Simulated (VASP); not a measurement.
# TiO (P-6m2) in VASP: notebook, part 2 of 2

VASP 6.6.1.

### Step 4. Single point, PBEsol

This run uses another cell than the first one, of 8.44 Å³/atom.

The input, INCAR:

```
PREC     = Accurate       # precision mode
ENCUT    = 520            # plane-wave cutoff, eV
EDIFF    = 1E-6           # SCF threshold, eV
ISMEAR   = 0              # smearing method
SIGMA    = 0.15           # smearing width, eV
LREAL    = False          # projectors in reciprocal space
LASPH    = True           # aspherical terms in the spheres
NELM     = 100            # most SCF steps
ALGO     = Normal         # electronic algorithm
ISIF     = 2              # what is computed and relaxed
LWAVE    = False          # write WAVECAR
LCHARG   = True           # write CHGCAR
GGA      = PS             # functional
LELF     = True           # ELF
LVHAR    = True         
NBANDS   = 16             # bands
```

The input, KPOINTS:

```
Automatic mesh
0
Gamma
  18 18 16
```

The input, POSCAR:

```
TiO
1.0
    2.6956000000      0.0000000000      0.0000000000
   -1.3478000000      2.3344580784      0.0000000000
    0.0000000000      0.0000000000      2.6820000000
Ti O
1 1
Direct
    0.6666666667      0.3333333333      0.0000000000
    0.0000000000      0.0000000000      0.5000000000
```

Launch:

```bash
> cat potpaw_PBE.64/Ti_sv/POTCAR potpaw_PBE.64/O/POTCAR > POTCAR
> mpirun -np 1 vasp_std > vasp.out
```

It took 1.8 min on 1 thread of Intel Xeon 8259CL, shared host; peak memory 0.2 GiB.

It converged, with:

```yaml
Free_energy: -18.5594 eV
Pressure: 37.0 GPa
Band_gap_on_the_k_mesh: zero (bands 9 and 10 overlap by 0.08 eV)
```

Stress tensor (GPa, compression positive):
```
34.08  0.00  0.00
 0.00 34.08  0.00
 0.00  0.00 42.81
```

Levels at points of the mesh, in eV from the Fermi level:
| k point | band 7 | band 8 | band 9 | band 10 | band 11 | band 12 |
| --- | --- | --- | --- | --- | --- | --- |
| (0.00, 0.00, 0.00) | -6.33 | -5.76 | -3.42 | 2.12 | 2.12 | 2.57 |
| (0.50, 0.00, 0.00) | -7.20 | -5.87 | -2.93 | 1.97 | 2.47 | 3.38 |
| (0.00, 0.00, 0.50) | -5.91 | -5.91 | 0.02 | 0.02 | 1.19 | 2.21 |
| (0.50, 0.00, 0.50) | -8.66 | -7.48 | -0.63 | 2.38 | 3.55 | 3.77 |

Caveat: the cell stands under pressure; the PAW data sets were made with another functional, which shifts forces and pressure a little; semilocal functionals often make such compounds metallic where correlation or magnetic order opens a gap, which also shifts bond lengths.

### Step 5. Single point, PBEsol

This run uses another cell than the first one, of 8.49 Å³/atom.

The input, INCAR:

```
PREC = Accurate
ENCUT = 520
EDIFF = 1E-7
ISMEAR = 0
SIGMA = 0.15
LREAL = False
LASPH = True
NELM = 80
ALGO = Normal
ISIF = 2
LWAVE = False
LCHARG = False
GGA = PS
NBANDS = 16
```

The input, KPOINTS:

```
regular mesh
0
Gamma
  18 18 16
```

The input, POSCAR:

```
TiO
1.0
    2.6492000000      0.0000000000      0.0000000000
   -1.3246000000      2.2942744997      0.0000000000
    0.0000000000      0.0000000000      2.7937580351
Ti O
1 1
Direct
    0.6666666667      0.3333333333      0.0000000000
    0.0000000000      0.0000000000      0.5000000000
```

Launch:

```bash
> cat potpaw_PBE.64/Ti_sv/POTCAR potpaw_PBE.64/O/POTCAR > POTCAR
> mpirun -np 1 vasp_std > vasp.out
```

It took 2.3 min on 1 thread of Intel Xeon 8259CL, shared host; peak memory 0.2 GiB.

The run converged. Its results:

```
Free energy            : -18.5562 eV
Pressure               : 32.8 GPa
Band gap on the k mesh : zero (bands 9 and 10 overlap by 0.03 eV)
```

Stress tensor (GPa, compression positive):
```
39.81  0.00  0.00
 0.00 39.81  0.00
 0.00  0.00 18.73
```

Levels at points of the mesh, in eV from the Fermi level:
| k point | band 6 | band 7 | band 8 | band 9 | band 10 | band 11 | band 12 | band 13 |
| --- | --- | --- | --- | --- | --- | --- | --- | --- |
| (0.00, 0.00, 0.00) | -5.93 | -5.73 | -5.73 | -3.45 | 1.88 | 1.88 | 2.56 | 2.56 |
| (0.50, 0.00, 0.00) | -9.78 | -7.42 | -5.46 | -2.94 | 1.87 | 2.82 | 3.20 | 3.79 |
| (0.00, 0.00, 0.50) | -9.94 | -5.35 | -5.35 | 0.02 | 0.02 | 0.52 | 2.48 | 2.48 |
| (0.50, 0.00, 0.50) | -8.62 | -8.50 | -6.97 | -0.88 | 2.33 | 3.52 | 3.76 | 4.35 |

Caveat: the cell stands under pressure; the PAW data sets were made with another functional, which shifts forces and pressure a little; semilocal functionals often make such compounds metallic where correlation or magnetic order opens a gap, which also shifts bond lengths.

### Step 6. Single point, PBEsol

This run uses another cell than the first one, of 8.56 Å³/atom.

The input, INCAR:

```
SYSTEM = TiO
ALGO = Normal ; EDIFF = 1E-6
ENCUT = 520 ; GGA = PS
ISIF = 2 ; ISMEAR = 0
LASPH = .True. ; LCHARG = .False.
LREAL = .False. ; LWAVE = .False.
NBANDS = 16 ; NELM = 100
PREC = Accurate ; SIGMA = 0.15
```

The input, KPOINTS:

```
k-points
0
Gamma
  18 18 16
  0 0 0
```

The input, POSCAR:

```
TiO
1.0
    2.8351000000      0.0000000000      0.0000000000
   -1.4175500000      2.4552686223      0.0000000000
    0.0000000000      0.0000000000      2.4585000000
Ti O
1 1
Direct
    0.6666666667      0.3333333333      0.0000000000
    0.0000000000      0.0000000000      0.5000000000
```

Potentials or basis: VASP PAW PBE potentials, release 64 (Ti_sv, O).

Launch:

```bash
> cat potpaw_PBE.64/Ti_sv/POTCAR potpaw_PBE.64/O/POTCAR > POTCAR
> mpirun -np 1 vasp_std > vasp.out
```

OUTCAR:

```text
SYSTEM = TiO
   EDIFF = 1E-6
   ENCUT = 520
   GGA = PS
   ISIF = 2
   ISMEAR = 0
   LASPH = .True.
   LREAL = .False.
   NELM = 100
   PREC = Accurate

 ion  position               nearest neighbor table
   1  0.667  0.333  0.000-   2 2.05   2 2.05   2 2.05   2 2.05   2 2.05   2 2.05
   2  0.000  0.000  0.500-   1 2.05   1 2.05   1 2.05   1 2.05   1 2.05   1 2.05

  LATTYP: Found a hexagonal cell.
 ALAT       =     2.8351000000
 C/A-ratio  =     0.8671651794

  Lattice vectors:

 A1 = (   2.8351000000,   0.0000000000,   0.0000000000)
 A2 = (  -1.4175500000,   2.4552686223,   0.0000000000)
 A3 = (   0.0000000000,   0.0000000000,   2.4585000000)

Analysis of symmetry for initial positions (statically):
=====================================================================
 Subroutine PRICEL returns:
 Original cell was already a primitive cell.

 Routine SETGRP: Setting up the symmetry group for a
 hexagonal supercell.

 Subroutine GETGRP returns: Found 12 space group operations
 (whereof 12 operations were pure point group operations)
 out of a pool of 24 trial point group operations.

The static configuration has the point symmetry D_3h.

Analysis of symmetry for dynamics (positions and initial velocities):
[... 157 lines left out ...]

  energy without entropy =      -18.17480193  energy(sigma->0) =      -18.17695099

 E-fermi :  13.0607     XC(G=0): -13.7781

 val. band max:       13.0319931963   @ k =   0.0556   0.0000   0.5000
 cond. band min:      13.0708673883   @ k =   0.3333   0.2778   0.5000
 fundamental gap:      0.0388741920
 Fermi energy:        13.0606988280

 k-point     1 :       0.0000    0.0000    0.0000
  band No.  band energies     occupation
      1     -44.3503      2.00000
      2     -20.2927      2.00000
      3     -20.2927      2.00000
      4     -20.0729      2.00000
      5      -9.7893      2.00000
      6       5.7861      2.00000
[... 433 lines left out ...]
      3     -20.5638      2.00000
      4     -19.9651      2.00000
      5      -8.3237      2.00000
      6       3.4559      2.00000
[... 8 lines left out ...]
     15      25.8859      0.00000
     16      29.2117      0.00000

 [... further k-points ...]
[... 5 lines left out ...]
  --------------------------------------------------------------------------------------
  -------------------------------------------------------------------------------------
  Total        1.2775047      1.2775047      9.9216260      0.0000000     -0.0000000      0.0000000
  in kB      119.6011871    119.6011871    928.8719041      0.0000000     -0.0000000      0.0000000
  external PRESSURE =     389.3580927 kB  Pullay stress =       0.0000000 kB

 VOLUME and BASIS-vectors are now :
 -----------------------------------------------------------------------------
  energy-cutoff  :      520.00
  volume of cell :       17.11
      direct lattice vectors                 reciprocal lattice vectors
     2.835100000  0.000000000  0.000000000     0.352721244  0.203643705  0.000000000
    -1.417550000  2.455268622  0.000000000     0.000000000  0.407287411  0.000000000
     0.000000000  0.000000000  2.458500000     0.000000000  0.000000000  0.406752085

 POSITION                                       TOTAL-FORCE (eV/Angst)
 -----------------------------------------------------------------------------------
      1.41755      0.81842      0.00000         0.000000     -0.000000      0.000000
      0.00000      0.00000      1.22925        -0.000000      0.000000      0.000000
 -----------------------------------------------------------------------------------
    total drift:                               -0.000000      0.000000      0.000000

  FREE ENERGIE OF THE ION-ELECTRON SYSTEM (eV)
  ---------------------------------------------------
  free  energy   TOTEN  =       -18.1791000457 eV

  energy  without entropy=      -18.1748019272  energy(sigma->0) =      -18.17695099
```

stdout:

```text
POSCAR found type information on POSCAR TiO
 POSCAR found :  2 types and       2 ions
 scaLAPACK will be used
 -----------------------------------------------------------------------------
|                                                                             |
|                                                                             |
|     You enforced a specific xc type in the INCAR file but a different       |
|     I HOPE YOU KNOW WHAT YOU ARE DOING!                                     |
|                                                                             |
 -----------------------------------------------------------------------------

 LDA part: xc-table for (Slater+PW92), standard interpolation
 POSCAR, INCAR and KPOINTS ok, starting setup
 FFT: planning ... GRIDC
 FFT: planning ... GRID_SOFT
 FFT: planning ... GRID
 WAVECAR not read
 entering main loop
```

Run time: 1.8 min. Hardware: 1 thread of Intel Xeon 8259CL, shared host; peak memory 0.2 GiB.

What came out:

* Free energy: -18.1791 eV
* Pressure: 38.9 GPa
* Band gap on the k mesh: zero (bands 9 and 10 overlap by 0.67 eV)

Caveat: the cell stands under pressure; the PAW data sets were made with another functional, which shifts forces and pressure a little; semilocal functionals often make such compounds metallic where correlation or magnetic order opens a gap, which also shifts bond lengths.

### Step 7. Single point, PBEsol

This run uses another cell than the first one, of 8.65 Å³/atom.

The input, INCAR:

```
ALGO = Normal ; EDIFF = 1E-7
ENCUT = 520 ; GGA = PS
ISIF = 2 ; ISMEAR = 0
LASPH = True ; LCHARG = True
LELF = True ; LREAL = False
LVHAR = True ; LWAVE = False
NBANDS = 16 ; NELM = 80
PREC = Accurate ; SIGMA = 0.15
```

The input, KPOINTS:

```
k-points
0
Gamma
  18 18 16
```

The input, POSCAR:

```
TiO
1.0
    2.7885979981      0.0000000000      0.0000000000
   -1.3942989991      2.4149967073      0.0000000000
    0.0000000000      0.0000000000      2.5703000000
Ti O
1 1
Direct
    0.6666666667      0.3333333333      0.0000000000
    0.0000000000      0.0000000000      0.5000000000
```

Potentials or basis: VASP PAW PBE potentials, release 64 (Ti_sv, O).

Launch:

```bash
> cat potpaw_PBE.64/Ti_sv/POTCAR potpaw_PBE.64/O/POTCAR > POTCAR
> mpirun -np 1 vasp_std > vasp.out
```

OUTCAR:

```text
EDIFF = 1E-7
   ENCUT = 520
   GGA = PS
   ISIF = 2
   ISMEAR = 0
   LASPH = True
   LREAL = False
   NELM = 80
   PREC = Accurate

 ion  position               nearest neighbor table
   1  0.667  0.333  0.000-   2 2.06   2 2.06   2 2.06   2 2.06   2 2.06   2 2.06
   2  0.000  0.000  0.500-   1 2.06   1 2.06   1 2.06   1 2.06   1 2.06   1 2.06

  LATTYP: Found a hexagonal cell.
 ALAT       =     2.7885979981
 C/A-ratio  =     0.9217176523

  Lattice vectors:

 A1 = (   2.7885979981,   0.0000000000,   0.0000000000)
 A2 = (  -1.3942989991,   2.4149967073,   0.0000000000)
 A3 = (   0.0000000000,   0.0000000000,   2.5703000000)

Analysis of symmetry for initial positions (statically):
=====================================================================
 Subroutine PRICEL returns:
 Original cell was already a primitive cell.

 Routine SETGRP: Setting up the symmetry group for a
 hexagonal supercell.

 Subroutine GETGRP returns: Found 12 space group operations
 (whereof 12 operations were pure point group operations)
 out of a pool of 24 trial point group operations.

The static configuration has the point symmetry D_3h.

Analysis of symmetry for dynamics (positions and initial velocities):
=====================================================================
 Subroutine PRICEL returns:
 Original cell was already a primitive cell.

 Routine SETGRP: Setting up the symmetry group for a
 hexagonal supercell.

 Subroutine GETGRP returns: Found 12 space group operations
 (whereof 12 operations were pure point group operations)
 out of a pool of 24 trial point group operations.

The dynamic configuration has the point symmetry D_3h.

[... 105 lines left out ...]
   ISYM   =      2    0-nonsym 1-usesym 2-fastsym
   POTIM  = 0.5000    time-step for ionic-motion
   TEBEG  =    0.0;   TEEND  =   0.0 temperature during run
   PSTRESS=    0.0 pullay stress
   NELECT =      18.0000    total number of electrons
   NUPDOWN=      -1.0000    fix difference up-down
   EMIN   =  10.00;   EMAX   =-10.00  energy-range for DOS
   EFERMI =   0.00;   METHOD = LEGACY
   ISMEAR =     0;   SIGMA  =   0.15  broadening in eV -4-tet -1-fermi 0-gaus
   EFERMI_NEDOS =   21; number of points for ismear=-14 and -15
   IALGO  =     38    algorithm
   IMIX   =      4    mixing-type and parameters
     AMIX     =   0.40;   BMIX     =  1.00
     AMIX_MAG =   1.60;   BMIX_MAG =  1.00
  volume/ion in A,a.u.               =       8.65        58.41
  Fermi-wavevector in a.u.,A,eV,Ry     =   1.658582  3.134265 37.428182  2.750894
  Thomas-Fermi vector in A             =   2.746138
   LORBIT       =      0    0 simple, 1 ext, 2 COOP (PROOUT), +10 PAW based schemes
   GGA     = PS    functional components
   LHFCALC =     F    Hartree Fock is set to
   AEXX    =    0.0000 exact exchange contribution
   IVDW    =     0    specifies the selected vdW correction
   LEPSILON=     F    determine dielectric tensor
   LRPA    =     F    only Hartree local field effects (RPA)
 non-spin polarized calculation
 Gauss-broadening in eV      SIGMA  =   0.15
  energy-cutoff  :      520.00
  volume of cell :       17.31
 maximum number of plane-waves:       477
 NGX is ok and might be reduce to    24
   NGX = 11   NGY = 11   NGZ =  9

 number of electron      18.0000009 magnetization

 Free energy of the ion-electron system (eV)
  ---------------------------------------------------
  ext. energy  EPLUGINS =         0.00000000
  ---------------------------------------------------
  free energy    TOTEN  =       -18.50004478 eV

  energy without entropy =      -18.49886650  energy(sigma->0) =      -18.49945564

 E-fermi :  12.8944     XC(G=0): -13.7278

 val. band max:       12.7860220897   @ k =   0.3333   0.3333   0.5000
 cond. band min:      12.9084172661   @ k =   0.0000   0.0000   0.4375
 fundamental gap:      0.1223951765
 Fermi energy:        12.8943611688

 k-point     1 :       0.0000    0.0000    0.0000
  band No.  band energies     occupation
      1     -44.5300      2.00000
      2     -20.5160      2.00000
      3     -20.4130      2.00000
      4     -20.4130      2.00000
      5      -9.8568      2.00000
      6       6.0575      2.00000
[... 433 lines left out ...]
      3     -20.7051      2.00000
      4     -20.3825      2.00000
      5      -8.3358      2.00000
      6       3.3076      2.00000
[... 8 lines left out ...]
     15      25.8198      0.00000
     16      28.7002      0.00000

 [... further k-points ...]
[... 5 lines left out ...]
  --------------------------------------------------------------------------------------
  -------------------------------------------------------------------------------------
  Total        1.6152138      1.6152138      6.6373951     -0.0000000      0.0000000      0.0000000
  in kB      149.5045194    149.5045194    614.3586614     -0.0000000      0.0000000      0.0000000
  external PRESSURE =     304.4559000 kB  Pullay stress =       0.0000000 kB

 VOLUME and BASIS-vectors are now :
 -----------------------------------------------------------------------------
  energy-cutoff  :      520.00
  volume of cell :       17.31
      direct lattice vectors                 reciprocal lattice vectors
     2.788597998  0.000000000  0.000000000     0.358603141  0.207039620  0.000000000
    -1.394298999  2.414996707  0.000000000     0.000000000  0.414079240  0.000000000
     0.000000000  0.000000000  2.570300000     0.000000000  0.000000000  0.389059643

 POSITION                                       TOTAL-FORCE (eV/Angst)
 -----------------------------------------------------------------------------------
      1.39430      0.80500      0.00000        -0.000000     -0.000000      0.000000
      0.00000      0.00000      1.28515         0.000000      0.000000      0.000000
 -----------------------------------------------------------------------------------
    total drift:                               -0.000000      0.000000      0.000000

  FREE ENERGIE OF THE ION-ELECTRON SYSTEM (eV)
  ---------------------------------------------------
  free  energy   TOTEN  =       -18.5000447797 eV

  energy  without entropy=      -18.4988665002  energy(sigma->0) =      -18.49945564
```

Run time: 2 min. Hardware: 1 thread of Intel Xeon 8259CL, shared host; peak memory 0.21 GiB.

Results:

```yaml
Free_energy: -18.5000 eV
Pressure: 30.4 GPa
Band_gap_on_the_k_mesh: zero (bands 9 and 10 overlap by 0.13 eV)
```

Levels at points of the mesh, in eV from the Fermi level:
| k point | band 5 | band 6 | band 7 | band 8 | band 9 | band 10 | band 11 | band 12 | band 13 | band 14 |
| --- | --- | --- | --- | --- | --- | --- | --- | --- | --- | --- |
| (0.00, 0.00, 0.00) | -22.75 | -6.84 | -6.84 | -5.31 | -3.30 | 1.81 | 2.32 | 2.32 | 2.57 | 2.57 |
| (0.50, 0.00, 0.00) | -21.23 | -9.80 | -6.54 | -6.20 | -2.87 | 1.84 | 2.11 | 3.12 | 3.47 | 7.45 |
| (0.00, 0.00, 0.50) | -20.82 | -10.24 | -6.33 | -6.33 | 0.03 | 0.03 | 1.74 | 1.74 | 1.94 | 7.46 |
| (0.50, 0.00, 0.50) | -21.41 | -8.97 | -8.45 | -7.79 | -0.36 | 2.13 | 3.14 | 3.88 | 4.05 | 9.79 |

Caveat: the cell stands under pressure; the PAW data sets were made with another functional, which shifts forces and pressure a little; semilocal functionals often make such compounds metallic where correlation or magnetic order opens a gap, which also shifts bond lengths.

### Step 8. Summary

| cell | gap on the mesh (eV) | pressure (GPa) |
| --- | --- | --- |
| a = 2.789, b = 2.789, c = 2.458 Å, angles 90.0, 90.0, 120.0°, 2 atoms | none | 52.0 |
| a = 2.742, b = 2.742, c = 2.570 Å, angles 90.0, 90.0, 120.0°, 2 atoms | none | 43.2 |
| a = 2.696, b = 2.696, c = 2.682 Å, angles 90.0, 90.0, 120.0°, 2 atoms | none | 37.0 |
| a = 2.649, b = 2.649, c = 2.794 Å, angles 90.0, 90.0, 120.0°, 2 atoms | none | 32.8 |
| a = 2.835, b = 2.835, c = 2.458 Å, angles 90.0, 90.0, 120.0°, 2 atoms | none | 38.9 |
| a = 2.789, b = 2.789, c = 2.570 Å, angles 90.0, 90.0, 120.0°, 2 atoms | none | 30.4 |

Alike in all rows: task single point; level PBEsol; potentials or basis VASP PAW PBE potentials, release 64 (Ti_sv, O); no spin polarisation; k mesh 18 × 18 × 16; cutoff (eV) 520; smearing gaussian 0.15 eV.

Caveats: the cell stands under pressure; the PAW data sets were made with another functional, which shifts forces and pressure a little; semilocal functionals often make such compounds metallic where correlation or magnetic order opens a gap, which also shifts bond lengths.

Total energies depend on the potentials used, so only differences within one code and one set of settings carry meaning.
